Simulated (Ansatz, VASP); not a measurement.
# Two plane-wave programs on Li3B

```
Li B
1.0
     5.17879    0.00000    0.00000
     0.00000    5.17879    0.00000
     0.00000    0.00000    3.84256
Li B
6 2
Direct
  0.25000 0.75000 0.00000
  0.75000 0.75000 0.00000
  0.75000 0.25000 0.00000
  0.25000 0.25000 0.00000
  0.50000 0.00000 0.49400
  0.00000 0.50000 0.50600
  0.50000 0.00000 0.93360
  0.00000 0.50000 0.06640
```

Change from the starting cell: species swapped into the WO3 type (P4/nmm, No. 129).

Alike in both runs: task relaxation of cell and atoms; functional PBE; k mesh 4 × 4 × 4; occupations gaussian, width 0.1 eV; no spin polarisation.

|  | VASP | Ansatz |
| --- | --- | --- |
| version | VASP 6.6.1 | Ansatz 0.2.0 |
| potentials or method | VASP PAW PBE potentials, release 64 (Li_sv, B_h), cutoff 910 eV | scalar-relativistic, plane waves, PAW |
| valence electrons in the cell | 24 | 24 |

VASP gave:

```
gap on the k mesh at the Fermi level, each at its own relaxed structure (eV) : none
relaxed volume (Å³/atom)                                                     : 21.92
relaxed cell length with the largest relative difference (Å)                 : 4.406
```

Estimate Ansatz's values.

gap on the k mesh at the Fermi level, each at its own relaxed structure (eV): none; relaxed volume (Å³/atom): 22.05; relaxed cell length with the largest relative difference (Å): 4.444.

A gap of «none» marks a metal or a gap that the smearing closes.

The k mesh is coarse, so the values compare programs but aren't converged. Noted on VASP's run: the volume moved by over 15 % at a fixed basis, so the end points are rough.
